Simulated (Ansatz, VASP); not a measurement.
# Two plane-wave programs on PbF2

Contents of INCAR:

```
SYSTEM = PbF2
PREC     = Accurate       ! precision mode
ENCUT    = 520            ! plane-wave cutoff, eV
EDIFF    = 1E-6           ! SCF threshold, eV
ISMEAR   = 0              ! smearing method
SIGMA    = 0.02           ! smearing width, eV
LREAL    = .FALSE.        ! projectors in reciprocal space
LASPH    = .TRUE.         ! aspherical terms in the spheres
NELM     = 80             ! most SCF steps
ALGO     = Normal         ! electronic algorithm
ISIF     = 2              ! what is computed and relaxed
LWAVE    = .FALSE.        ! write WAVECAR
LCHARG   = .FALSE.        ! write CHGCAR
GGA      = PE             ! functional
NBANDS   = 21             ! bands
```

File KPOINTS:

```
regular mesh
0
G
  8 8 8
  0 0 0
```

Contents of POSCAR:

```
PbF2
1.0
    0.0000000000      2.9861247780      2.9861247780
    2.9861247780      0.0000000000      2.9861247780
    2.9861247780      2.9861247780      0.0000000000
Pb F
1 2
Direct
    0.0000000000      0.0000000000      0.0000000000
    0.2500000000      0.2500000000      0.2500000000
    0.7500000000      0.7500000000      0.7500000000
```

Input for Ansatz:

```yaml
crystal:
  lattice:
    - [0.0, 2.986124778, 2.986124778]
    - [2.986124778, 0.0, 2.986124778]
    - [2.986124778, 2.986124778, 0.0]
  atoms:
    - { symbol: Pb, position: [0.0, 0.0, 0.0] }
    - { symbol: F, position: [0.25, 0.25, 0.25] }
    - { symbol: F, position: [0.75, 0.75, 0.75] }
basis:
  ecutwfc: 420
kpoints:
  mp_grid: { grid: [8, 8, 8] }
hamiltonian:
  xc: pbe
scf:
  occupations: { method: gaussian, width: 0.02 }
output:
  forces: true
  stress: true
  eigenvalues: true
  populations: true
```

Alike in both runs: task single point; functional PBE; k mesh 8 × 8 × 8; occupations gaussian, width 0.02 eV; no spin polarisation.

|  | VASP | Ansatz |
| --- | --- | --- |
| version | VASP 6.6.1 | Ansatz 0.2.0 |
| potentials or method | VASP PAW PBE potentials, release 64 (Pb_d, F), cutoff 520 eV | scalar-relativistic, plane waves, PAW |
| valence electrons in the cell | 28 | 28 |

VASP gave:

```
gap on the k mesh at the Fermi level (eV) : 4.42
least direct gap on the mesh (eV)         : 4.56
pressure (GPa)                            : 0.8
```

Task: What did Ansatz give for the same quantities?

Result: gap on the k mesh at the Fermi level (eV): 4.42; least direct gap on the mesh (eV): 4.56; pressure (GPa): 1.0.

Neither program's run includes spin-orbit coupling.
